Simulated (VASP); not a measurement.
A run of VASP 6.6.1 is set up as follows.

INCAR

```
SYSTEM = MgZn2O3
PREC = Accurate ; ENCUT = 520
EDIFF = 1E-8 ; ISMEAR = 0
SIGMA = 0.01 ; LREAL = .FALSE.
LASPH = .TRUE. ; NELM = 80
ALGO = Normal ; ISIF = 2
LWAVE = .FALSE. ; LCHARG = .FALSE.
GGA = PS ; IBRION = 8
NSW = 1 ; LEPSILON = .TRUE.
```

Contents of KPOINTS:

```
regular mesh
0
G
  9 9 4
  0 0 0
```

File POSCAR:

```
MgZn2O3
1.0
    3.0088124578      0.0000000000      0.0000000000
   -1.5044062289      2.6057080237      0.0000000000
    0.0000000000      0.0000000000      7.3342160131
Mg Zn O
1 2 3
Direct
    0.0000000000      0.0000000000      0.0000000000
    0.3333333333      0.6666666667      0.6682293695
    0.6666666667      0.3333333333      0.3317706305
    0.3333333333      0.6666666667      0.1617355989
    0.6666666667      0.3333333333      0.8382644011
    0.0000000000      0.0000000000      0.5000000000
```

Potentials or basis: VASP PAW PBE potentials, release 64 (Mg, Zn, O).

Command:

```console
$ cat potpaw_PBE.64/Mg/POTCAR potpaw_PBE.64/Zn/POTCAR potpaw_PBE.64/O/POTCAR > POTCAR
$ mpirun -np 1 vasp_std > vasp.out
```

Question: What does it give for the electronic dielectric tensor (diagonal)?

Answer: 4.51, 4.51, 4.37.

Question: What does it give for the Born charges (mean of the diagonal)?

Answer: Mg +2.18; Zn +2.26; O -2.22, -2.27 (each value once) e.

Question: Predict the highest phonon frequency at Γ, LO-TO splitting left out.

Answer: 561 cm⁻¹.

Born effective charge tensors (e):
atom 1, Mg
```
2.00 0.00 0.00
0.00 2.00 0.00
0.00 0.00 2.54
```
atom 2, Zn
```
2.37 0.00 0.00
0.00 2.37 0.00
0.00 0.00 2.04
```
atom 3, Zn
```
2.37 0.00 0.00
0.00 2.37 0.00
0.00 0.00 2.04
```
atom 4, O
```
-2.17  0.00  0.00
 0.00 -2.17  0.00
 0.00  0.00 -2.32
```
atom 5, O
```
-2.17  0.00  0.00
 0.00 -2.17  0.00
 0.00  0.00 -2.32
```
atom 6, O
```
-2.41  0.00  0.00
 0.00 -2.41  0.00
 0.00  0.00 -1.98
```
